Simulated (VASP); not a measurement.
# Zr (P6_3/mmc) in VASP: notebook

The runs below take Zr through single point, with PBE.

All numbers are computed with VASP 6.6.1; they aren't measurements. Logs are shortened: lines on timing, memory, paths and dates and some standing lists are left out, and cuts for length are marked.

**1. The cell of the first run**

Symmetry: P6_3/mmc, No. 194, hexagonal system. The conventional cell has a = 3.177 Å, b = 3.177 Å, c = 10.293 Å, α = 90.00°, β = 90.00°, γ = 120.00°. Zr (site symmetry -3m) has 12 Zr at 3.16 to 3.18 Å within 4.2 Å. Zr (site symmetry -6m2) has 12 Zr at 3.16 to 3.18 Å within 4.2 Å.

**2. Single point, PBE (22.49 Å³/atom)**

Contents of INCAR:

```
SYSTEM = Zr
ALGO = Normal
EDIFF = 1E-6
ENCUT = 520
GGA = PE
ISIF = 2
ISMEAR = -1
LASPH = .TRUE.
LCHARG = .FALSE.
LREAL = .FALSE.
LWAVE = .FALSE.
NBANDS = 32
NELM = 60
PREC = Accurate
SIGMA = 0.1
```

Contents of KPOINTS:

```
k-points
0
G
  13 13 4
  0 0 0
```

Contents of POSCAR:

```
Zr
1.0
    3.1765535078      0.0000000000      0.0000000000
   -1.5882767539      2.7509760342      0.0000000000
    0.0000000000      0.0000000000     10.2929404328
Zr
4
Direct
    0.0000000000      1.0000000000      0.0000000000
    0.0000000000      1.0000000000      0.5000000000
    0.3333333333      0.6666666667      0.2500000000
    0.6666666667      0.3333333333      0.7500000000
```

Potentials or basis: VASP PAW PBE potentials, release 64 (Zr_sv).

Command:

```sh
> cat potpaw_PBE.64/Zr_sv/POTCAR > POTCAR
> mpirun -np 1 vasp_std > vasp.out
```

OUTCAR:

```text
SYSTEM = Zr
   EDIFF = 1E-6
   ENCUT = 520
   GGA = PE
   ISIF = 2
   ISMEAR = -1
   LASPH = .TRUE.
   LREAL = .FALSE.
   NELM = 60
   PREC = Accurate

 ion  position               nearest neighbor table
   1  0.000  0.000  0.000-   3 3.16   4 3.16   3 3.16   4 3.16   4 3.16   3 3.16
   2  0.000  0.000  0.500-   3 3.16   4 3.16   3 3.16   4 3.16   4 3.16   3 3.16
   3  0.333  0.667  0.250-   1 3.16   2 3.16   1 3.16   2 3.16   1 3.16   2 3.16
   4  0.667  0.333  0.750-   1 3.16   2 3.16   1 3.16   2 3.16   1 3.16   2 3.16

  LATTYP: Found a hexagonal cell.
 ALAT       =     3.1765535078
 C/A-ratio  =     3.2402855508

  Lattice vectors:

 A1 = (   3.1765535078,   0.0000000000,   0.0000000000)
 A2 = (  -1.5882767539,   2.7509760342,   0.0000000000)
 A3 = (   0.0000000000,   0.0000000000,  10.2929404328)

Analysis of symmetry for initial positions (statically):
=====================================================================
 Subroutine PRICEL returns:
 Original cell was already a primitive cell.

 Routine SETGRP: Setting up the symmetry group for a
 hexagonal supercell.

 Subroutine GETGRP returns: Found 24 space group operations
 (whereof 12 operations were pure point group operations)
 out of a pool of 24 trial point group operations.

The static configuration has the point symmetry D_3d.
 The point group associated with its full space group is D_6h.

Analysis of symmetry for dynamics (positions and initial velocities):
=====================================================================
 Subroutine PRICEL returns:
 Original cell was already a primitive cell.

 Routine SETGRP: Setting up the symmetry group for a
 hexagonal supercell.

 Subroutine GETGRP returns: Found 24 space group operations
 (whereof 12 operations were pure point group operations)
 out of a pool of 24 trial point group operations.

The dynamic configuration has the point symmetry D_3d.
 The point group associated with its full space group is D_6h.

 Subroutine INISYM returns: Found 24 space group operations
 (whereof 12 operations are pure point group operations),
 and found     1 'primitive' translations

----------------------------------------------------------------------------------------

                                     Primitive cell

  volume of cell :      89.9461

  direct lattice vectors                    reciprocal lattice vectors
     3.176553508  0.000000000  0.000000000     0.314806597  0.181753674  0.000000000
    -1.588276754  2.750976034  0.000000000     0.000000000  0.363507347  0.000000000
     0.000000000  0.000000000 10.292940433     0.000000000  0.000000000  0.097153967

  length of vectors
     3.176553508  3.176553508 10.292940433     0.363507347  0.363507347  0.097153967

  position of ions in fractional coordinates (direct lattice)
     0.000000000  0.000000000  0.000000000
     0.000000000  0.000000000  0.500000000
     0.333333333  0.666666667  0.250000000
     0.666666667  0.333333333  0.750000000

  ion indices of the primitive-cell ions
   primitive index   ion index
                 1           1
                 2           2
                 3           3
                 4           4

----------------------------------------------------------------------------------------

 KPOINTS: k-points

Automatic generation of k-mesh.
 Grid dimensions read from file:
 generate k-points for:   13   13    4

 Generating k-lattice:

  Cartesian coordinates                     Fractional coordinates (reciprocal lattice)
     0.024215892  0.013981052  0.000000000     0.076923077  0.000000000  0.000000000
     0.000000000  0.027962104  0.000000000     0.000000000  0.076923077  0.000000000
     0.000000000  0.000000000  0.024288492     0.000000000  0.000000000  0.250000000

  Length of vectors
     0.027962104  0.027962104  0.024288492

  Shift w.r.t. Gamma in fractional coordinates (k-lattice)
     0.000000000  0.000000000  0.000000000

 Subroutine IBZKPT returns following result:
 ===========================================

 Found     63 irreducible k-points:

 Following reciprocal coordinates:
            Coordinates               Weight
  0.000000  0.000000  0.000000      1.000000
  0.076923  0.000000  0.000000      6.000000
  0.153846  0.000000  0.000000      6.000000
  0.230769  0.000000  0.000000      6.000000
  0.307692  0.000000  0.000000      6.000000
  0.384615  0.000000  0.000000      6.000000
[... 16 lines left out ...]
  0.076923  0.000000  0.250000     12.000000
  0.153846  0.000000  0.250000     12.000000
 [... further k-points ...]
   k-points           NKPTS =     63   k-points in BZ     NKDIM =     63   number of bands    NBANDS=     32
   number of dos      NEDOS =    301   number of ions     NIONS =      4
   total plane-waves  NPLWV =  46080
   dimension x,y,z NGX =    24 NGY =   24 NGZ =   80
   dimension x,y,z NGXF=    48 NGYF=   48 NGZF=  160
   ions per type =               4
   NGX,Y,Z   is equivalent  to a cutoff of  12.56, 12.56, 12.92 a.u.
   NGXF,Y,Z  is equivalent  to a cutoff of  25.12, 25.12, 25.84 a.u.
 SYSTEM =  Zr
   PREC   = accura    normal or accurate (medium, high low for compatibility)
   ISTART =      0    job   : 0-new  1-cont  2-samecut
   ICHARG =      2    charge: 1-file 2-atom 10-const
   ISPIN  =      1    spin polarized calculation?
   LNONCOLLINEAR =      F non collinear calculations
   LSORBIT =      F    spin-orbit coupling
   LASPH  =      T    aspherical Exc in radial PAW
   ENCUT  =  520.0 eV  38.22 Ry    6.18 a.u.   5.91  5.91 19.14*2*pi/ulx,y,z
   NELM   =     60;   NELMIN=  2; NELMDL= -5     # of ELM steps
   EDIFF  = 0.1E-05   stopping-criterion for ELM
   LREAL  =      F    real-space projection
   EDIFFG = 0.1E-04   stopping-criterion for IOM
   NSW    =      0    number of steps for IOM
   IBRION =     -1    ionic relax: 0-MD 1-quasi-New 2-CG
   NFREE  =      0    steps in history (QN), initial steepest desc. (CG)
   ISIF   =      2    stress and relaxation
   ISYM   =      2    0-nonsym 1-usesym 2-fastsym
   POTIM  = 0.5000    time-step for ionic-motion
   TEBEG  =    0.0;   TEEND  =   0.0 temperature during run
   PSTRESS=    0.0 pullay stress
   NELECT =      48.0000    total number of electrons
   NUPDOWN=      -1.0000    fix difference up-down
   EMIN   =  10.00;   EMAX   =-10.00  energy-range for DOS
   EFERMI =   0.00;   METHOD = LEGACY
   ISMEAR =    -1;   SIGMA  =   0.10  broadening in eV -4-tet -1-fermi 0-gaus
   EFERMI_NEDOS =   21; number of points for ismear=-14 and -15
   IALGO  =     38    algorithm
   IMIX   =      4    mixing-type and parameters
     AMIX     =   0.40;   BMIX     =  1.00
     AMIX_MAG =   1.60;   BMIX_MAG =  1.00
  volume/ion in A,a.u.               =      22.49       151.75
  Fermi-wavevector in a.u.,A,eV,Ry     =   1.327887  2.509342 23.990931  1.763284
  Thomas-Fermi vector in A             =   2.457166
   LORBIT       =      0    0 simple, 1 ext, 2 COOP (PROOUT), +10 PAW based schemes
   GGA     = PE    functional components
   LHFCALC =     F    Hartree Fock is set to
   AEXX    =    0.0000 exact exchange contribution
   IVDW    =     0    specifies the selected vdW correction
   LEPSILON=     F    determine dielectric tensor
   LRPA    =     F    only Hartree local field effects (RPA)
 non-spin polarized calculation
  energy-cutoff  :      520.00
  volume of cell :       89.95
 maximum number of plane-waves:      2446
 NGX is ok and might be reduce to    24
   NGX = 11   NGY = 11   NGZ = 39

 number of electron      47.9999999 magnetization

 Free energy of the ion-electron system (eV)
  ---------------------------------------------------
  ext. energy  EPLUGINS =         0.00000000
  ---------------------------------------------------
  free energy    TOTEN  =       -33.94996063 eV

  energy without entropy =      -33.74710128  energy(sigma->0) =      -33.84853096

 E-fermi :   9.3013     XC(G=0): -11.2409

 val. band max:        9.3004149932   @ k =   0.3077   0.3077   0.0000
 cond. band min:       9.3079077807   @ k =   0.2308   0.2308   0.0000
 fundamental gap:      0.0074927875
 Fermi energy:         9.3013403007

 k-point     1 :       0.0000    0.0000    0.0000
  band No.  band energies     occupation
      1     -39.3707      2.00000
      2     -39.3036      2.00000
      3     -39.2684      2.00000
      4     -39.1997      2.00000
      5     -17.9249      2.00000
      6     -17.4009      2.00000
[... 24 lines left out ...]
     31      10.7694      0.00000
     32      10.7694      0.00000

 k-point     2 :       0.0769    0.0000    0.0000
  band No.  band energies     occupation
      1     -39.3627      2.00000
      2     -39.2977      2.00000
      3     -39.2624      2.00000
      4     -39.1959      2.00000
      5     -17.9047      2.00000
      6     -17.4056      2.00000
[... 24 lines left out ...]
     31      10.7871      0.00000
     32      10.9140      0.00000

 k-point     3 :       0.1538    0.0000    0.0000
  band No.  band energies     occupation
      1     -39.3403      2.00000
      2     -39.2812      2.00000
      3     -39.2460      2.00000
      4     -39.1856      2.00000
      5     -17.8468      2.00000
      6     -17.4383      2.00000
[... 24 lines left out ...]
     31      11.1945      0.00000
     32      11.3359      0.00000

 k-point     4 :       0.2308    0.0000    0.0000
  band No.  band energies     occupation
      1     -39.3075      2.00000
      2     -39.2578      2.00000
      3     -39.2226      2.00000
      4     -39.1720      2.00000
      5     -17.7604      2.00000
      6     -17.5304      2.00000
[... 24 lines left out ...]
     31      11.4335      0.00000
     32      11.6267      0.00000

 k-point     5 :       0.3077    0.0000    0.0000
  band No.  band energies     occupation
      1     -39.2707      2.00000
      2     -39.2328      2.00000
      3     -39.1977      2.00000
      4     -39.1593      2.00000
      5     -17.6903      2.00000
      6     -17.6747      2.00000
[... 584 lines left out ...]
     31      12.5975      0.00000
     32      12.8549      0.00000

 k-point    22 :       0.0000    0.0000    0.2500
  band No.  band energies     occupation
      1     -39.3646      2.00000
      2     -39.3224      2.00000
      3     -39.2493      2.00000
      4     -39.2060      2.00000
      5     -17.8861      2.00000
      6     -17.6050      2.00000
[... 24 lines left out ...]
     31      10.6702      0.00000
     32      10.6702      0.00000

 k-point    23 :       0.0769    0.0000    0.2500
  band No.  band energies     occupation
      1     -39.3568      2.00000
      2     -39.3158      2.00000
      3     -39.2441      2.00000
      4     -39.2020      2.00000
      5     -17.8677      2.00000
      6     -17.6002      2.00000
[... 24 lines left out ...]
     31      10.6686      0.00000
     32      10.7973      0.00000

 k-point    24 :       0.1538    0.0000    0.2500
  band No.  band energies     occupation
      1     -39.3348      2.00000
      2     -39.2972      2.00000
      3     -39.2297      2.00000
      4     -39.1913      2.00000
      5     -17.8158      2.00000
      6     -17.5932      2.00000
[... 24 lines left out ...]
     31      10.9886      0.00000
     32      11.1564      0.00000

 [... further k-points ...]
[... 5 lines left out ...]
  --------------------------------------------------------------------------------------
  -------------------------------------------------------------------------------------
  Total        2.2078360      2.2078360      2.3285399      0.0000000     -0.0000000      0.0000000
  in kB       39.3273737     39.3273737     41.4774292      0.0000000     -0.0000000      0.0000000
  external PRESSURE =      40.0440588 kB  Pullay stress =       0.0000000 kB

 VOLUME and BASIS-vectors are now :
 -----------------------------------------------------------------------------
  energy-cutoff  :      520.00
  volume of cell :       89.95
      direct lattice vectors                 reciprocal lattice vectors
     3.176553508  0.000000000  0.000000000     0.314806597  0.181753674  0.000000000
    -1.588276754  2.750976034  0.000000000     0.000000000  0.363507347  0.000000000
     0.000000000  0.000000000 10.292940433     0.000000000  0.000000000  0.097153967

 POSITION                                       TOTAL-FORCE (eV/Angst)
 -----------------------------------------------------------------------------------
      0.00000      0.00000      0.00000        -0.000000      0.000000      0.000000
      0.00000      0.00000      5.14647        -0.000000      0.000000      0.000000
     -0.00000      1.83398      2.57324        -0.000000      0.000000      0.000000
      1.58828      0.91699      7.71971         0.000000     -0.000000     -0.000000
 -----------------------------------------------------------------------------------
    total drift:                               -0.000000      0.000000     -0.000000

  FREE ENERGIE OF THE ION-ELECTRON SYSTEM (eV)
  ---------------------------------------------------
  free  energy   TOTEN  =       -33.9499606290 eV

  energy  without entropy=      -33.7471012814  energy(sigma->0) =      -33.84853096
```

It took 86 s on 1 thread of AMD EPYC 9R45 (Zen 5), shared host; peak memory 0.25 GiB.

What came out:

```
Free energy            : -33.9500 eV
Pressure               : 4.0 GPa
Band gap on the k mesh : zero (bands 24 and 25 overlap by 1.35 eV)
```

Caveat: the cell stands under pressure.

**3. Single point, PBE (23.42 Å³/atom)**

This run uses another cell than the first one, of 23.42 Å³/atom.

Contents of INCAR:

```
SYSTEM = Zr
  ALGO = Normal
  EDIFF = 1E-6
  ENCUT = 520
  GGA = PE
  ISIF = 2
  ISMEAR = -1
  LASPH = .True.
  LCHARG = .True.
  LELF = .True.
  LREAL = .False.
  LVHAR = .True.
  LWAVE = .False.
  NBANDS = 32
  NELM = 60
  PREC = Accurate
  SIGMA = 0.1
```

Contents of KPOINTS:

```
k-points
0
Gamma
  13 13 4
  0 0 0
```

Contents of POSCAR:

```
Zr
1.0
    3.2200733473      0.0000000000      0.0000000000
   -1.6100366737      2.7886653208      0.0000000000
    0.0000000000      0.0000000000     10.4339571402
Zr
4
Direct
    0.0000000000      1.0000000000      0.0000000000
    0.0000000000      1.0000000000      0.5000000000
    0.3333333333      0.6666666667      0.2500000000
    0.6666666667      0.3333333333      0.7500000000
```

Potentials or basis: VASP PAW PBE potentials, release 64 (Zr_sv).

Command:

```sh
> cat potpaw_PBE.64/Zr_sv/POTCAR > POTCAR
> mpirun -np 1 vasp_std > vasp.out
```

It took 89 s on 1 thread of AMD EPYC 9R45 (Zen 5), shared host; peak memory 0.25 GiB.

The run converged. Its results:

| Quantity | Value |
| --- | --- |
| Free energy | -33.9980 eV |
| Pressure | 0.1 GPa |
| Band gap on the k mesh | zero (bands 24 and 25 overlap by 1.33 eV) |

Stress tensor (GPa, compression positive):
```
 0.09  0.00  0.00
 0.00  0.09  0.00
 0.00  0.00 -0.01
```

Levels at points of the mesh, in eV from the Fermi level:
| k point | band 21 | band 22 | band 23 | band 24 | band 25 | band 26 | band 27 | band 28 |
| --- | --- | --- | --- | --- | --- | --- | --- | --- |
| (0.00, 0.00, 0.00) | 0.02 | 0.06 | 0.77 | 0.77 | 0.88 | 0.88 | 0.99 | 1.11 |
| (0.00, 0.00, 0.50) | 0.41 | 0.41 | 0.61 | 0.61 | 0.93 | 0.93 | 0.93 | 0.93 |

[end of part 1 of 2]
